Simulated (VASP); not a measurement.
# C12O in VASP: single point with PBE+D3(BJ)

Aim: the single point of C12O with PBE+D3(BJ).

Everything below comes from runs of VASP 6.6.1. Logs are shortened: lines on timing, memory, paths and dates and some standing lists are left out, and cuts for length are marked.

### Step 1. The cell of the first run

The cell holds a slab with vacuum, 13 atoms: a = 4.930 Å, b = 3.647 Å, c = 22.128 Å, α = 90.00°, β = 90.00°, γ = 109.75°.

### Step 2. Single point, PBE+D3(BJ), collinear spin, ferromagnetic start

File INCAR:

```
SYSTEM = C12O
  PREC = Accurate
  ENCUT = 520
  EDIFF = 1E-6
  ISMEAR = 0
  SIGMA = 0.05
  LREAL = .False.
  LASPH = .True.
  NELM = 150
  ALGO = Normal
  ISIF = 2
  LWAVE = .False.
  LCHARG = .False.
  ISPIN = 2
  MAGMOM = 0 0 0 0 0 0 0 0 0 0 0 0 2
  LORBIT = 11
  LDIPOL = .True.
  IDIPOL = 3
  DIPOL = 0.5 0.5 0.308
  GGA = PE
  IVDW = 12
  NBANDS = 43
  KPAR = 4
```

File KPOINTS:

```
Automatic mesh
0
Gamma
  6 8 1
  0 0 0
```

File POSCAR:

```
C12O
1.0
    4.9299148963      0.0000000000      0.0000000000
   -1.2324787241      3.4327787819      0.0000000000
    0.0000000000      0.0000000000     22.1276625031
C O
12 1
Direct
    0.4018120009      0.6072480036      0.1807692068
    0.9018120009      0.6072480036      0.1807692068
    0.1626401228      0.6505604911      0.2122169989
    0.6626401228      0.6505604911      0.2122169989
    0.1840380627      0.7361522510      0.2751465463
    0.6840380627      0.7361522510      0.2751465463
    0.4447372308      0.7789332711      0.3057968183
    0.9447372308      0.7789332711      0.3057968183
    0.4674579551      0.8697886350      0.3715806627
    0.9674579551      0.8697886350      0.3715806627
    0.2271532874      0.9085389204      0.3989423872
    0.7271532874      0.9085389204      0.3989423872
    0.2271532874      1.1585389204      0.5119231415
```

Potentials or basis: VASP PAW PBE potentials, release 64 (C, O).

On the command line:

```sh
cat potpaw_PBE.64/C/POTCAR potpaw_PBE.64/O/POTCAR > POTCAR
mpirun -np 4 vasp_std > vasp.out
```

OUTCAR:

```text
SYSTEM = C12O
   PREC = Accurate
   ENCUT = 520
   EDIFF = 1E-6
   ISMEAR = 0
   LREAL = .False.
   LASPH = .True.
   NELM = 150
   ISIF = 2
   ISPIN = 2
   LORBIT = 11
   GGA = PE
   IVDW = 12
 IVDW          = 12

 ion  position               nearest neighbor table
   1  0.402  0.607  0.181-   3 1.42   4 1.42
   2  0.902  0.607  0.181-   4 1.42   3 1.42
   3  0.163  0.651  0.212-   5 1.42   1 1.42   2 1.42
   4  0.663  0.651  0.212-   6 1.42   2 1.42   1 1.42
   5  0.184  0.736  0.275-   8 1.41   7 1.41   3 1.42
   6  0.684  0.736  0.275-   7 1.41   8 1.41   4 1.42
   7  0.445  0.779  0.306-   6 1.41   5 1.41   9 1.49
   8  0.945  0.779  0.306-   5 1.41   6 1.41  10 1.49
   9  0.467  0.870  0.372-  11 1.38  12 1.38   7 1.49
  10  0.967  0.870  0.372-  12 1.38  11 1.38   8 1.49
  11  0.227  0.909  0.399-   9 1.38  10 1.38
  12  0.727  0.909  0.399-  10 1.38   9 1.38
  13  0.227  0.159  0.512-

  Warning from LATTYP: Monoclinic adjustment (A1->A3, A2->A1, A3->A2)!
  LATTYP: Found a simple monoclinic cell.
 ALAT       =     3.6473242207
 B/A-ratio  =     6.0668208155
 C/A-ratio  =     1.3516524987
 COS(beta)  =    -0.3379131247

  Lattice vectors:

 A1 = (  -1.2324787241,   3.4327787819,   0.0000000000)
 A2 = (   0.0000000000,   0.0000000000,  22.1276625031)
 A3 = (   4.9299148963,   0.0000000000,   0.0000000000)

Analysis of symmetry for initial positions (statically):
=====================================================================
 Subroutine PRICEL returns:
 Original cell was already a primitive cell.

 Routine SETGRP: Setting up the symmetry group for a
 simple monoclinic supercell.

 Subroutine GETGRP returns: Found  1 space group operations
 (whereof  1 operations were pure point group operations)
 out of a pool of  4 trial point group operations.

The static configuration has the point symmetry C_1 .

Analysis of symmetry for dynamics (positions and initial velocities):
=====================================================================
 Subroutine PRICEL returns:
 Original cell was already a primitive cell.

 Routine SETGRP: Setting up the symmetry group for a
 simple monoclinic supercell.

 Subroutine GETGRP returns: Found  1 space group operations
 (whereof  1 operations were pure point group operations)
 out of a pool of  4 trial point group operations.

The dynamic configuration has the point symmetry C_1 .

Analysis of structural, dynamic, and magnetic symmetry:
=====================================================================
 Subroutine PRICEL returns:
 Original cell was already a primitive cell.

 Routine SETGRP: Setting up the symmetry group for a
 simple monoclinic supercell.

 Subroutine GETGRP returns: Found  1 space group operations
 (whereof  1 operations were pure point group operations)
 out of a pool of  4 trial point group operations.

The overall configuration has the point symmetry C_1 .

 Subroutine INISYM returns: Found  1 space group operations
 (whereof  1 operations are pure point group operations),
 and found     1 'primitive' translations

----------------------------------------------------------------------------------------

                                     Primitive cell

  volume of cell :     374.4732

  direct lattice vectors                    reciprocal lattice vectors
     4.929914896  0.000000000  0.000000000     0.202843258  0.072827297  0.000000000
    -1.232478724  3.432778782  0.000000000     0.000000000  0.291309188  0.000000000
     0.000000000  0.000000000 22.127662503     0.000000000  0.000000000  0.045192302

  length of vectors
     4.929914896  3.647324221 22.127662503     0.215520771  0.291309188  0.045192302

  position of ions in fractional coordinates (direct lattice)
     0.401812001  0.607248004  0.180769207
     0.901812001  0.607248004  0.180769207
     0.162640123  0.650560491  0.212216999
     0.662640123  0.650560491  0.212216999
     0.184038063  0.736152251  0.275146546
     0.684038063  0.736152251  0.275146546
     0.444737231  0.778933271  0.305796818
     0.944737231  0.778933271  0.305796818
[... 99 lines left out ...]
   ISIF   =      2    stress and relaxation
   ISYM   =      2    0-nonsym 1-usesym 2-fastsym
   POTIM  = 0.5000    time-step for ionic-motion
   TEBEG  =    0.0;   TEEND  =   0.0 temperature during run
   PSTRESS=    0.0 pullay stress
   NELECT =      54.0000    total number of electrons
   NUPDOWN=      -1.0000    fix difference up-down
   EMIN   =  10.00;   EMAX   =-10.00  energy-range for DOS
   EFERMI =   0.00;   METHOD = LEGACY
   ISMEAR =     0;   SIGMA  =   0.05  broadening in eV -4-tet -1-fermi 0-gaus
   EFERMI_NEDOS =   21; number of points for ismear=-14 and -15
   IALGO  =     38    algorithm
   IMIX   =      4    mixing-type and parameters
     AMIX     =   0.40;   BMIX     =  1.00
     AMIX_MAG =   1.60;   BMIX_MAG =  1.00
  volume/ion in A,a.u.               =      28.81       194.39
  Fermi-wavevector in a.u.,A,eV,Ry     =   0.858485  1.622301 10.027436  0.736996
  Thomas-Fermi vector in A             =   1.975696
   LORBIT       =     11    0 simple, 1 ext, 2 COOP (PROOUT), +10 PAW based schemes
   GGA     = PE    functional components
   LHFCALC =     F    Hartree Fock is set to
   AEXX    =    0.0000 exact exchange contribution
   IVDW    =    12    specifies the selected vdW correction
   LEPSILON=     F    determine dielectric tensor
   LRPA    =     F    only Hartree local field effects (RPA)
 spin polarized calculation
 Gauss-broadening in eV      SIGMA  =   0.05
  energy-cutoff  :      520.00
  volume of cell :      374.47
 maximum number of plane-waves:     10115
 NGX is ok and might be reduce to    40
   NGX = 19   NGY = 13   NGZ = 83

 dipolmoment           0.000000      0.000000     -0.001409 electrons x Angstroem

 number of electron      54.0000000 magnetization       2.3437196

 dipolmoment           0.000000      0.000000      0.037215 electrons x Angstroem

 Free energy of the ion-electron system (eV)
  ---------------------------------------------------
  ext. energy  EPLUGINS =         0.00000000
  ---------------------------------------------------
  free energy    TOTEN  =      -100.44851757 eV

  energy without entropy =     -100.43444289  energy(sigma->0) =     -100.44148023

 E-fermi :  -3.5919     XC(G=0):  -4.1041

 val. band max:       -3.5986218396   @ k =   0.1667   0.2500   0.0000
 cond. band min:      -3.5897728630   @ k =   0.0000   0.2500   0.0000
 fundamental gap:      0.0088489767
 Fermi energy:        -3.5919402410

 spin component 1

 k-point     1 :       0.0000    0.0000    0.0000
  band No.  band energies     occupation
      1     -22.5327      1.00000
      2     -21.3059      1.00000
      3     -20.8665      1.00000
      4     -18.4588      1.00000
      5     -18.2138      1.00000
      6     -18.1845      1.00000
[... 997 lines left out ...]
     38       5.2088      0.00000
     39       5.5581      0.00000

 [... further k-points ...]

 spin component 2

 k-point     1 :       0.0000    0.0000    0.0000
  band No.  band energies     occupation
      1     -22.4947      1.00000
      2     -20.8130      1.00000
      3     -18.4369      1.00000
      4     -18.1930      1.00000
      5     -18.1601      1.00000
      6     -18.1525      1.00000
[... 997 lines left out ...]
     38       5.3028      0.00000
     39       5.7715      0.00000

 [... further k-points ...]

 [bands above 39 left out]

------------------------ aborting loop because EDIFF is reached ----------------------------------------

 vacuum level on the upper side and lower side of the slab       (xc-potential included)         0.226        -0.168

 Edisp (eV)   -1.47641

 E8    (eV) :    -0.4369

  FORCE on cell =-STRESS in cart. coord.  units (eV):
  Direction    XX          YY          ZZ          XY          YZ          ZX
  --------------------------------------------------------------------------------------
  -------------------------------------------------------------------------------------
  Total       1.32986    -0.68593    -3.36430     0.13034    -0.87476     0.28327
  in kB       5.68979    -2.93472   -14.39411     0.55765    -3.74264     1.21196
  external pressure =       -3.88 kB  Pullay stress =        0.00 kB

 VOLUME and BASIS-vectors are now :
 -----------------------------------------------------------------------------
  energy-cutoff  :      520.00
  volume of cell :      374.47
      direct lattice vectors                 reciprocal lattice vectors
     4.929914896  0.000000000  0.000000000     0.202843258  0.072827297  0.000000000
    -1.232478724  3.432778782  0.000000000     0.000000000  0.291309188  0.000000000
     0.000000000  0.000000000 22.127662503     0.000000000  0.000000000  0.045192302

 POSITION                                       TOTAL-FORCE (eV/Angst)
 -----------------------------------------------------------------------------------
      1.23248      2.08455      4.00000         0.065936      0.364772      1.877802
      3.69744      2.08455      4.00000        -0.065773      0.384924      1.874387
      0.00000      2.23323      4.69587         0.000147     -0.653886     -3.224537
      2.46496      2.23323      4.69587        -0.002137     -0.638358     -3.161180
     -0.00000      2.52705      6.08835         0.006319      0.234684      1.147843
      2.46496      2.52705      6.08835         0.000806      0.250709      1.261523
      1.23250      2.67391      6.76657        -0.098666      0.096276      0.527149
      3.69746      2.67391      6.76657         0.079732      0.084072      0.549859
      1.23253      2.98579      8.22221        -0.040845     -0.005163     -0.103621
      3.69749      2.98579      8.22221         0.064763     -0.025338     -0.146199
      0.00009      3.11881      8.82766        -0.154100      0.237227      0.483812
      2.46505      3.11881      8.82766         0.033927      0.033451      0.055215
      0.92445      0.54423     11.32766         0.109889     -0.363371     -1.142053
 -----------------------------------------------------------------------------------
    total drift:                                0.000174     -0.000326     -0.000427

  FREE ENERGIE OF THE ION-ELECTRON SYSTEM (eV)
  ---------------------------------------------------
  free  energy   TOTEN  =      -101.9249317489 eV

  energy  without entropy=     -101.9108570665  energy(sigma->0) =     -101.91789441

 vacuum level on the upper side and lower side of the slab         3.757         3.370

 total charge

# of ion       s       p       d       tot
------------------------------------------
    1        0.917   1.515   0.000   2.431
    2        0.917   1.515   0.000   2.431
    3        0.864   1.774   0.000   2.638
    4        0.865   1.773   0.000   2.638
    5        0.870   1.778   0.000   2.648
    6        0.871   1.777   0.000   2.648
    7        0.865   1.747   0.000   2.611
    8        0.865   1.747   0.000   2.612
    9        0.867   1.786   0.000   2.653
   10        0.867   1.786   0.000   2.653
   11        0.893   1.591   0.000   2.484
   12        0.891   1.612   0.000   2.503
   13        1.620   2.949   0.000   4.570
--------------------------------------------------
tot         12.171  23.348   0.000  35.519

 magnetization (x)

# of ion       s       p       d       tot
------------------------------------------
    1       -0.002  -0.003   0.000  -0.005
    2       -0.002  -0.003   0.000  -0.005
    3       -0.001   0.003   0.000   0.002
    4        0.002   0.003   0.000   0.005
    5        0.000  -0.001   0.000  -0.001
    6       -0.000  -0.014   0.000  -0.015
    7        0.003   0.023   0.000   0.026
    8        0.003   0.021   0.000   0.024
    9       -0.002  -0.022   0.000  -0.024
   10       -0.002  -0.022   0.000  -0.024
   11       -0.027  -0.174   0.000  -0.201
   12        0.074   0.458   0.000   0.532
   13        0.014   1.372   0.000   1.386
--------------------------------------------------
tot          0.059   1.642   0.000   1.700
```

Wall time 57 min (4 MPI ranks of AMD EPYC 7R43 (Zen 3), shared host); peak memory 0.98 GiB.

Results:

- Free energy: -101.9249 eV
- Largest force: 3.290 eV/Å
- Net moment: 2.34 μB per cell
- Site moments: C -0.01, +0.00, +0.01, -0.00, +0.03, +0.02, -0.02, -0.20, +0.53 (each value once); O +1.39 μB
- Valence electrons inside the program's atomic spheres: C 2.43, 2.64, 2.65, 2.61, 2.48, 2.50 (each value once); O 4.57
- Dispersion energy per atom: -0.114 eV

Forces in eV/Å, atoms in the order of the input:
```
C    0.066  0.365  1.878
C   -0.066  0.385  1.874
C    0.000 -0.654 -3.225
C   -0.002 -0.638 -3.161
C    0.006  0.235  1.148
C    0.001  0.251  1.262
C   -0.099  0.096  0.527
C    0.080  0.084  0.550
C   -0.041 -0.005 -0.104
C    0.065 -0.025 -0.146
C   -0.154  0.237  0.484
C    0.034  0.033  0.055
O    0.110 -0.363 -1.142
```
